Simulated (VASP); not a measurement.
Here is a VASP 6.6.1 calculation.

File INCAR:

```
SYSTEM = Rh
PREC = Accurate ; ENCUT = 520
EDIFF = 1E-7 ; ISMEAR = -1
SIGMA = 0.06122561905347299 ; LREAL = .False.
LASPH = .True. ; NELM = 100
ALGO = Normal ; ISIF = 2
LWAVE = .False. ; LCHARG = .False.
GGA = PE ; NBANDS = 14
```

Contents of KPOINTS:

```
Automatic mesh
0
Gamma
  17 17 17
  0 0 0
```

File POSCAR:

```
Rh
1.0
    0.0000000000      1.9406521474      1.9406521474
    1.9406521474      0.0000000000      1.9406521474
    1.9406521474      1.9406521474      0.0000000000
Rh
1
Direct
    0.0000000000      0.0000000000      0.0000000000
```

Potentials or basis: VASP PAW PBE potentials, release 64 (Rh_pv).

The run is started by

```sh
$ cat potpaw_PBE.64/Rh_pv/POTCAR > POTCAR
$ mpirun -np 1 vasp_std > vasp.out
```

What does it give for the pressure?

-9.2 GPa.
